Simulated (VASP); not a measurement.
Write the native input for VASP 6.6.1 that does the following.

```
Task                   : single point
Functional             : PBE
Potentials or basis    : VASP PAW PBE potentials, release 64 (Ir)
Cutoff                 : 520 eV
k mesh                 : 18 × 18 × 18
Occupations            : fermi-dirac, width 0.03 eV
Spin                   : no spin polarisation
Dipole correction      : no
Further INCAR settings : ALGO = Normal; EDIFF = 1e-07; NBANDS = 10
```

The structure of Ir lies in POSCAR:

```
Ir
1.0
    0.0000000000      1.9269646676      1.9269646676
    1.9269646676      0.0000000000      1.9269646676
    1.9269646676      1.9269646676      0.0000000000
Ir
1
Direct
    0.0000000000      0.0000000000      0.0000000000
```

These files were run (other wordings do the same):

INCAR

```
ALGO     = Normal         # electronic algorithm
EDIFF    = 1E-7           # SCF threshold, eV
ENCUT    = 520            # plane-wave cutoff, eV
GGA      = PE             # functional
ISIF     = 2              # what is computed and relaxed
ISMEAR   = -1             # smearing method
LASPH    = True           # aspherical terms in the spheres
LCHARG   = True           # write CHGCAR
LELF     = True           # ELF
LREAL    = False          # projectors in reciprocal space
LVHAR    = True         
LWAVE    = False          # write WAVECAR
NBANDS   = 10             # bands
NELM     = 60             # most SCF steps
PREC     = Accurate       # precision mode
SIGMA    = 0.03           # smearing width, eV
```

KPOINTS

```
k-points
0
Gamma
  18 18 18
```

Potentials or basis: VASP PAW PBE potentials, release 64 (Ir).

The run is started by

```console
$ cat potpaw_PBE.64/Ir/POTCAR > POTCAR
$ mpirun -np 1 vasp_std > vasp.out
```

Results of the run:

```
Pressure : 5.2 GPa
```

Wall time 9.5 s on 1 thread of Intel(R) Xeon(R) 6975P-C (Granite Rapids), with other jobs on the host, peak memory 0.15 GiB.
